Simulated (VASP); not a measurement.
# Os (P6/mmm) in VASP: a series of runs

Runs on Os. Level: PBE. Tasks: relaxation of shape and atoms at fixed volume.

Everything below comes from runs of VASP 6.6.1. Logs are shortened: lines on timing, memory, paths and dates and some standing lists are left out, and cuts for length are marked.

**1. The cell of the first run**

Symmetry: P6/mmm, No. 191, hexagonal system. Conventional cell: a = 2.225 Å, b = 2.225 Å, c = 2.134 Å, α = 90.00°, β = 90.00°, γ = 120.00°. Os (site symmetry 6/mmm) has 8 Os at 2.13 to 2.23 Å within 2.8 Å.

This isn't the form of Os at room conditions, which is hcp.

**2. Relaxation of shape and atoms at fixed volume, PBE**

Input file INCAR:

```
ALGO = Normal ; EDIFF = 1E-6
EDIFFG = -0.005 ; ENCUT = 600
GGA = PE ; IBRION = 2
ISIF = 4 ; ISMEAR = -1
LASPH = True ; LCHARG = False
LREAL = False ; LWAVE = False
NELM = 60 ; NSW = 50
PREC = Accurate ; SIGMA = 0.05
```

Input file KPOINTS:

```
k-points
0
Gamma
  16 16 15
```

Input file POSCAR:

```
Os
1.0
    2.2254988187      0.0000000000      0.0000000000
   -1.1127494094      1.9273385131      0.0000000000
    0.0000000000      0.0000000000      2.1344760968
Os
1
Direct
    0.0000000000      0.0000000000      0.0000000000
```

Potentials or basis: VASP PAW PBE potentials, release 64 (Os).

Launch:

```
cat potpaw_PBE.64/Os/POTCAR > POTCAR
mpirun -np 1 vasp_std > vasp.out
```

OUTCAR:

```text
EDIFF = 1E-6
   EDIFFG = -0.005
   ENCUT = 600
   GGA = PE
   IBRION = 2
   ISIF = 4
   ISMEAR = -1
   LASPH = True
   LREAL = False
   NELM = 60
   NSW = 50
   PREC = Accurate

 ion  position               nearest neighbor table
   1  0.000  0.000  0.000-

  LATTYP: Found a hexagonal cell.
 ALAT       =     2.2254988187
 C/A-ratio  =     0.9591000808

  Lattice vectors:

 A1 = (   2.2254988187,   0.0000000000,   0.0000000000)
 A2 = (  -1.1127494094,   1.9273385131,   0.0000000000)
 A3 = (   0.0000000000,   0.0000000000,   2.1344760968)

Analysis of symmetry for initial positions (statically):
=====================================================================
 Subroutine PRICEL returns:
 Original cell was already a primitive cell.

 Routine SETGRP: Setting up the symmetry group for a
 hexagonal supercell.

 Subroutine GETGRP returns: Found 24 space group operations
 (whereof 24 operations were pure point group operations)
 out of a pool of 24 trial point group operations.

The static configuration has the point symmetry D_6h.

Analysis of symmetry for dynamics (positions and initial velocities):
=====================================================================
 Subroutine PRICEL returns:
 Original cell was already a primitive cell.

 Routine SETGRP: Setting up the symmetry group for a
 hexagonal supercell.

 Subroutine GETGRP returns: Found 24 space group operations
 (whereof 24 operations were pure point group operations)
 out of a pool of 24 trial point group operations.

The dynamic configuration has the point symmetry D_6h.

 Subroutine INISYM returns: Found 24 space group operations
 (whereof 24 operations are pure point group operations),
 and found     1 'primitive' translations

----------------------------------------------------------------------------------------

                                     Primitive cell

  volume of cell :       9.1554

  direct lattice vectors                    reciprocal lattice vectors
     2.225498819  0.000000000  0.000000000     0.449337466  0.259425107  0.000000000
    -1.112749409  1.927338513  0.000000000     0.000000000  0.518850214  0.000000000
     0.000000000  0.000000000  2.134476097     0.000000000  0.000000000  0.468499039

  length of vectors
     2.225498819  2.225498819  2.134476097     0.518850214  0.518850214  0.468499039

  position of ions in fractional coordinates (direct lattice)
     0.000000000  0.000000000  0.000000000

  ion indices of the primitive-cell ions
   primitive index   ion index
                 1           1

----------------------------------------------------------------------------------------

 KPOINTS: k-points

Automatic generation of k-mesh.
 Grid dimensions read from file:
 generate k-points for:   16   16   15

 Generating k-lattice:

  Cartesian coordinates                     Fractional coordinates (reciprocal lattice)
     0.028083592  0.016214069  0.000000000     0.062500000  0.000000000  0.000000000
     0.000000000  0.032428138  0.000000000     0.000000000  0.062500000  0.000000000
     0.000000000  0.000000000  0.031233269     0.000000000  0.000000000  0.066666667

  Length of vectors
     0.032428138  0.032428138  0.031233269

  Shift w.r.t. Gamma in fractional coordinates (k-lattice)
     0.000000000  0.000000000  0.000000000

 Subroutine IBZKPT returns following result:
 ===========================================

 Found    240 irreducible k-points:

 Following reciprocal coordinates:
            Coordinates               Weight
  0.000000  0.000000  0.000000      1.000000
  0.062500  0.000000  0.000000      6.000000
  0.125000  0.000000  0.000000      6.000000
  0.187500  0.000000  0.000000      6.000000
  0.250000  0.000000  0.000000      6.000000
  0.312500  0.000000  0.000000      6.000000
[... 16 lines left out ...]
  0.187500  0.187500  0.000000      6.000000
  0.250000  0.187500  0.000000     12.000000
 [... further k-points ...]
   k-points           NKPTS =    240   k-points in BZ     NKDIM =    240   number of bands    NBANDS=      8
   number of dos      NEDOS =    301   number of ions     NIONS =      1
   total plane-waves  NPLWV =   5832
   dimension x,y,z NGX =    18 NGY =   18 NGZ =   18
   dimension x,y,z NGXF=    36 NGYF=   36 NGZF=   36
   ions per type =               1
   NGX,Y,Z   is equivalent  to a cutoff of  13.45, 13.45, 14.02 a.u.
   NGXF,Y,Z  is equivalent  to a cutoff of  26.89, 26.89, 28.04 a.u.
 SYSTEM =  unknown system
   PREC   = accura    normal or accurate (medium, high low for compatibility)
   ISTART =      0    job   : 0-new  1-cont  2-samecut
   ICHARG =      2    charge: 1-file 2-atom 10-const
   ISPIN  =      1    spin polarized calculation?
   LNONCOLLINEAR =      F non collinear calculations
   LSORBIT =      F    spin-orbit coupling
   LASPH  =      T    aspherical Exc in radial PAW
   ENCUT  =  600.0 eV  44.10 Ry    6.64 a.u.   4.44  4.44  4.26*2*pi/ulx,y,z
   NELM   =     60;   NELMIN=  2; NELMDL= -5     # of ELM steps
   EDIFF  = 0.1E-05   stopping-criterion for ELM
   LREAL  =      F    real-space projection
   EDIFFG = -.5E-02   stopping-criterion for IOM
   NSW    =     50    number of steps for IOM
   IBRION =      2    ionic relax: 0-MD 1-quasi-New 2-CG
   NFREE  =      1    steps in history (QN), initial steepest desc. (CG)
   ISIF   =      4    stress and relaxation
   ISYM   =      2    0-nonsym 1-usesym 2-fastsym
   POTIM  = 0.5000    time-step for ionic-motion
   TEBEG  =    0.0;   TEEND  =   0.0 temperature during run
   PSTRESS=    0.0 pullay stress
   NELECT =       8.0000    total number of electrons
   NUPDOWN=      -1.0000    fix difference up-down
   EMIN   =  10.00;   EMAX   =-10.00  energy-range for DOS
   EFERMI =   0.00;   METHOD = LEGACY
   ISMEAR =    -1;   SIGMA  =   0.05  broadening in eV -4-tet -1-fermi 0-gaus
   EFERMI_NEDOS =   21; number of points for ismear=-14 and -15
   IALGO  =     38    algorithm
   IMIX   =      4    mixing-type and parameters
     AMIX     =   0.40;   BMIX     =  1.00
     AMIX_MAG =   1.60;   BMIX_MAG =  1.00
  volume/ion in A,a.u.               =       9.16        61.78
  Fermi-wavevector in a.u.,A,eV,Ry     =   1.565114  2.957636 33.328578  2.449581
  Thomas-Fermi vector in A             =   2.667638
   LORBIT       =      0    0 simple, 1 ext, 2 COOP (PROOUT), +10 PAW based schemes
   GGA     = PE    functional components
   LHFCALC =     F    Hartree Fock is set to
   AEXX    =    0.0000 exact exchange contribution
   IVDW    =     0    specifies the selected vdW correction
   LEPSILON=     F    determine dielectric tensor
   LRPA    =     F    only Hartree local field effects (RPA)
 conjugate gradient relaxation of ions
 non-spin polarized calculation
  energy-cutoff  :      600.00
  volume of cell :        9.16
 maximum number of plane-waves:       320
 NGX is ok and might be reduce to    18
   NGX =  9   NGY =  9   NGZ =  9

--------------------------------------- Ionic step        1  -------------------------------------------

 number of electron       8.0000001 magnetization

 Free energy of the ion-electron system (eV)
  ---------------------------------------------------
  ext. energy  EPLUGINS =         0.00000000
  ---------------------------------------------------
  free energy    TOTEN  =        -2.71039505 eV

  energy without entropy =       -2.70542334  energy(sigma->0) =       -2.70790920

------------------------ aborting loop because EDIFF is reached ----------------------------------------

  FORCE on cell =-STRESS in cart. coord.  units (eV):
  Direction    XX          YY          ZZ          XY          YZ          ZX
  --------------------------------------------------------------------------------------
  -------------------------------------------------------------------------------------
  Total       34.8905524     34.8905524     30.1442364     -0.0000000      0.0000000      0.0000000
  in kB     6105.7886132   6105.7886133   5275.1911988     -0.0000002      0.0000000      0.0000000
  external PRESSURE =    5828.9228084 kB  Pullay stress =       0.0000000 kB
[... 86 lines left out ...]
  FREE ENERGIE OF THE ION-ELECTRON SYSTEM (eV)
  ---------------------------------------------------
  free  energy   TOTEN  =        -2.7479679246 eV

  energy  without entropy=       -2.7424607066  energy(sigma->0) =       -2.74521432

[... ionic steps 4 to 13 ...]

--------------------------------------- Ionic step       14  -------------------------------------------

 number of electron       8.0000001 magnetization

------------------------ aborting loop because EDIFF is reached ----------------------------------------

  FORCE on cell =-STRESS in cart. coord.  units (eV):
  Direction    XX          YY          ZZ          XY          YZ          ZX
  --------------------------------------------------------------------------------------
  -------------------------------------------------------------------------------------
  Total       33.1582180     33.1582180     33.1496257     -0.0000000      0.0000000      0.0000000
  in kB     5802.6329655   5802.6329668   5801.1293384     -0.0000024      0.0000000      0.0000000
  external PRESSURE =    5802.1317569 kB  Pullay stress =       0.0000000 kB
[... 55 lines left out ...]
  energy  without entropy=       -2.7441410258  energy(sigma->0) =       -2.74662228

--------------------------------------- Ionic step       16  -------------------------------------------

 number of electron       8.0000001 magnetization

 Free energy of the ion-electron system (eV)
  ---------------------------------------------------
  ext. energy  EPLUGINS =         0.00000000
  ---------------------------------------------------
  free energy    TOTEN  =        -2.74910358 eV

  energy without entropy =       -2.74414011  energy(sigma->0) =       -2.74662184

 E-fermi :  17.3131     XC(G=0): -16.4837

 val. band max:       17.2911571822   @ k =   0.3125   0.1250   0.4000
 cond. band min:      17.3387140816   @ k =   0.2500   0.0000   0.2667
 fundamental gap:      0.0475568994
 Fermi energy:        17.3131486756

 k-point     1 :       0.0000    0.0000    0.0000
  band No.  band energies     occupation
      1       2.6153      2.00000
      2       5.1526      2.00000
      3      11.5695      2.00000
      4      11.5695      2.00000
      5      23.4215      0.00000
      6      23.4215      0.00000
      7      30.6504      0.00000
      8      37.9283      0.00000
[... 243 lines left out ...]
 k-point    24 :       0.2500    0.1875    0.0000
  band No.  band energies     occupation
      1       7.3686      2.00000
      2       7.6935      2.00000
      3      11.0496      2.00000
      4      16.8096      1.99992
      5      20.4876      0.00000
      6      22.6438      0.00000
      7      32.9252      0.00000
      8      34.1450      0.00000

 [... further k-points ...]
[... 5 lines left out ...]
  --------------------------------------------------------------------------------------
  -------------------------------------------------------------------------------------
  Total       33.1574686     33.1574686     33.1510347     -0.0000000      0.0000000      0.0000000
  in kB     5802.5018192   5802.5018206   5801.3758979     -0.0000026      0.0000000      0.0000000
  external PRESSURE =    5802.1265125 kB  Pullay stress =       0.0000000 kB
[... 16 lines left out ...]
  FREE ENERGIE OF THE ION-ELECTRON SYSTEM (eV)
  ---------------------------------------------------
  free  energy   TOTEN  =        -2.7491035750 eV

  energy  without entropy=       -2.7441401125  energy(sigma->0) =       -2.74662184

 reached required accuracy - stopping structural energy minimisation
```

It took 69 s on 1 thread of Intel Xeon 8259CL, shared host; peak memory 0.14 GiB.

Results:

```yaml
Free_energy: -2.7491 eV
Pressure_after_relaxing: 580.2 GPa
Band_gap_on_the_k_mesh: zero (bands 4 and 5 overlap by 8.41 eV)
```

Final structure:
```cif
data_structure
_symmetry_space_group_name_H-M 'P 1'
_symmetry_Int_Tables_number 1
_cell_length_a 2.2435
_cell_length_b 2.2435
_cell_length_c 2.1003
_cell_angle_alpha 90.000
_cell_angle_beta 90.000
_cell_angle_gamma 120.000
_cell_volume 9.16
loop_
_atom_site_label
_atom_site_type_symbol
_atom_site_fract_x
_atom_site_fract_y
_atom_site_fract_z
_atom_site_occupancy
Os1 Os 0.00000 0.00000 0.00000 1
```

Caveat: spin-orbit coupling is left out, which moves the levels of the heavy elements.

**3. Relaxation of shape and atoms at fixed volume, PBE**

This run uses another cell than the first one, of 10.73 Å³/atom.

Input file INCAR:

```
ALGO     = Normal         # electronic algorithm
EDIFF    = 1E-6           # SCF threshold, eV
EDIFFG   = -0.005         # ionic threshold
ENCUT    = 600            # plane-wave cutoff, eV
GGA      = PE             # functional
IBRION   = 2              # ionic algorithm
ISIF     = 4              # what is computed and relaxed
ISMEAR   = -1             # smearing method
LASPH    = True           # aspherical terms in the spheres
LCHARG   = False          # write CHGCAR
LREAL    = False          # projectors in reciprocal space
LWAVE    = False          # write WAVECAR
NELM     = 100            # most SCF steps
NSW      = 50             # ionic steps
PREC     = Accurate       # precision mode
SIGMA    = 0.05           # smearing width, eV
```

KPOINTS is that of step 2.

Input file POSCAR:

```
Os
1.0
    2.3466825350      0.0000000000      0.0000000000
   -1.1733412675      2.0322866899      0.0000000000
    0.0000000000      0.0000000000      2.2507034089
Os
1
Direct
    0.0000000000      0.0000000000      0.0000000000
```

Potentials or basis: VASP PAW PBE potentials, release 64 (Os).

Launch:

```
cat potpaw_PBE.64/Os/POTCAR > POTCAR
mpirun -np 1 vasp_std > vasp.out
```

Wall time 49 s (1 thread of Intel Xeon 8259CL, shared host); peak memory 0.15 GiB.

Results (log left out):

```
Free energy               : -6.8980 eV
Energy gained by relaxing : 19.6 meV/atom
Ionic steps               : 5
Pressure after relaxing   : 292.8 GPa
Band gap on the k mesh    : zero (bands 4 and 5 overlap by 7.91 eV)
```

The path:
```tsv
step	energy change (eV)	largest force (eV/Å)	pressure (GPa)	volume (Å³)
1	0.0000	0.0000	294.17	10.73
2	0.3678	0.0000	305.07	10.73
3	-0.0183	0.0000	292.69	10.73
4	-0.0196	0.0000	292.83	10.73
5	-0.0196	0.0000	292.82	10.73
```

Final structure:
```cif
data_structure
_symmetry_space_group_name_H-M 'P 1'
_symmetry_Int_Tables_number 1
_cell_length_a 2.3645
_cell_length_b 2.3645
_cell_length_c 2.2169
_cell_angle_alpha 90.000
_cell_angle_beta 90.000
_cell_angle_gamma 120.000
_cell_volume 10.73
loop_
_atom_site_label
_atom_site_type_symbol
_atom_site_fract_x
_atom_site_fract_y
_atom_site_fract_z
_atom_site_occupancy
Os1 Os 0.00000 0.00000 0.00000 1
```

Levels at points of the mesh, in eV from the Fermi level:
```csv
k point,band 1,band 2,band 3,band 4,band 5,band 6,band 7,band 8
"(0.00, 0.00, 0.00)",-13.23,-9.95,-4.46,-4.46,4.86,4.86,13.99,19.04
"(0.50, 0.00, 0.00)",-10.97,-7.95,-1.32,-0.28,3.47,5.37,13.12,16.26
```

Caveat: spin-orbit coupling is left out, which moves the levels of the heavy elements.

The gap in the log of VASP goes by the Fermi energy; the results here count the filled bands.